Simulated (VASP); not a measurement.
Write the native input for VASP 6.6.1 that does the following.

```yaml
Task: single point
Functional: PBE
Potentials_or_basis: VASP PAW PBE potentials, release 64 (Si, O, Al, H)
Cutoff: 520 eV
k_mesh: 1 × 1 × 1
Occupations: gaussian, width 0.02 eV
Spin: no spin polarisation
Dipole_correction: no
Further_INCAR_settings: LREAL = Auto; ALGO = Normal; EDIFF = 1e-07; NBANDS = 234
```

The structure of AlSi23HO48 (a cell with a defect) lies in POSCAR:

```
AlSi23HO48
1.0
    9.8316000000      0.0000000000      0.0000000000
   -4.9158000000      8.5144150000      0.0000000000
    0.0000000000      0.0000000000     10.8182000000
Si O Al H
23 48 1 1
Direct
    0.2665240000      0.0059135000      0.1655480000
    0.0047801000      0.2668430000      0.3336890000
    0.2385990000      0.2405240000      0.9993619200
    0.2643930000      0.9914680000      0.6636310000
    0.9894460000      0.2647620000      0.8359160000
    0.2293890000      0.2223500000      0.5039390000
    0.2727950000      0.5039720000      0.1701260000
    0.0007480400      0.7714690000      0.3320030000
    0.2399190000      0.7394080000      0.0036103000
    0.0005861100      0.7613600000      0.8352580000
    0.2367220000      0.7327650000      0.4952940000
    0.7737470000      0.0013135000      0.1675400000
    0.4994380000      0.2689920000      0.3361520000
    0.7231280000      0.2276360000      0.0052600000
    0.7672260000      0.0003560100      0.6682640000
    0.4965340000      0.2621350000      0.8323230000
    0.7339230000      0.2294280000      0.4977480000
    0.7650270000      0.5009460000      0.1701520000
    0.5060110000      0.7694440000      0.3373120000
    0.7350110000      0.7342260000      0.0017393000
    0.7695000000      0.4946490000      0.6683140000
    0.5049940000      0.7715690000      0.8364450000
    0.7366290000      0.7353900000      0.5035120000
    0.0669300000      0.1970330000      0.4418620000
    0.3005170000      0.3678670000      0.1107810000
    0.1415150000      0.4331920000      0.2788680000
    0.2055230000      0.0726220000      0.0529050000
    0.3638220000      0.2956960000      0.3956590000
    0.4304760000      0.1432870000      0.2228400000
    0.0774410000      0.2214290000      0.9403120000
    0.2816500000      0.3345550000      0.6226230000
    0.1127490000      0.4436080000      0.7736440000
    0.2025460000      0.0517640000      0.5480320000
    0.3666400000      0.3006510000      0.8886370000
    0.4259760000      0.1307370000      0.7237120000
    0.0744250000      0.7148220000      0.4404160000
    0.2990230000      0.8705150000      0.1122040000
    0.1321980000      0.9367910000      0.2719290000
    0.2122820000      0.5747800000      0.0606630000
    0.3722160000      0.8059320000      0.3878360000
    0.4380460000      0.6385040000      0.2276310000
    0.0725450000      0.7073100000      0.9477570000
    0.2961460000      0.8548910000      0.6125940000
    0.1305640000      0.9238230000      0.7720150000
    0.2046780000      0.5650810000      0.5413850000
    0.3666500000      0.8003610000      0.8916470000
    0.4446260000      0.6419540000      0.7304500000
    0.5694620000      0.2032300000      0.4422660000
    0.7877240000      0.3607110000      0.1128000000
    0.6375250000      0.4354250000      0.2820770000
    0.7013660000      0.0652280000      0.0614060000
    0.8647800000      0.2916250000      0.3887050000
    0.9390500000      0.1430300000      0.2186820000
    0.5593170000      0.1980150000      0.9456520000
    0.7972430000      0.3592890000      0.6087090000
    0.6382200000      0.4247080000      0.7766210000
    0.7041580000      0.0647460000      0.5563510000
    0.8528310000      0.2900690000      0.8935630000
    0.9329220000      0.1411050000      0.7233450000
    0.5690300000      0.7046840000      0.4500810000
    0.8090660000      0.8707120000      0.1071580000
    0.6493380000      0.9307470000      0.2810300000
    0.7023520000      0.5687240000      0.0603190000
    0.8621690000      0.7960110000      0.3902950000
    0.9317650000      0.6379980000      0.2237340000
    0.5714880000      0.7153310000      0.9525590000
    0.7999120000      0.8658140000      0.6135890000
    0.6435860000      0.9394650000      0.7823920000
    0.7160940000      0.5738100000      0.5617710000
    0.8581930000      0.7836980000      0.8863920000
    0.9385760000      0.6183740000      0.7325650000
    0.2790850000      0.5026830000      0.6579390000
    0.0661294300      0.4942303400      0.7606703900
```

These files were run (other wordings do the same):

INCAR

```
SYSTEM = AlSi23HO48
PREC     = Accurate       ! precision mode
ENCUT    = 520            ! plane-wave cutoff, eV
EDIFF    = 1E-7           ! SCF threshold, eV
ISMEAR   = 0              ! smearing method
SIGMA    = 0.02           ! smearing width, eV
LREAL    = Auto         
LASPH    = .True.         ! aspherical terms in the spheres
NELM     = 80             ! most SCF steps
ALGO     = Normal         ! electronic algorithm
ISIF     = 2              ! what is computed and relaxed
LWAVE    = .False.        ! write WAVECAR
LCHARG   = .True.         ! write CHGCAR
GGA      = PE             ! functional
LELF     = .True.         ! ELF
LVHAR    = .True.       
NBANDS   = 234            ! bands
```

KPOINTS

```
regular mesh
0
Gamma
  1 1 1
  0 0 0
```

Potentials or basis: VASP PAW PBE potentials, release 64 (Si, O, Al, H).

Command:

```sh
$ cat potpaw_PBE.64/Si/POTCAR potpaw_PBE.64/O/POTCAR potpaw_PBE.64/Al/POTCAR potpaw_PBE.64/H/POTCAR > POTCAR
$ mpirun -np 1 vasp_gam > vasp.out
```

It gave:

```json
{
  "Pressure": "3.4 GPa",
  "Largest force": "11.474 eV/Å",
  "Band gap on the k mesh": "5.57 eV"
}
```

Caveat: the k points lie up to 0.74 Å⁻¹ apart.

It took 8.1 min on 1 thread of Intel(R) Xeon(R) Platinum 8259CL CPU @ 2.50GHz (Skylake/Cascade Lake), on a shared host, peak memory 0.98 GiB.
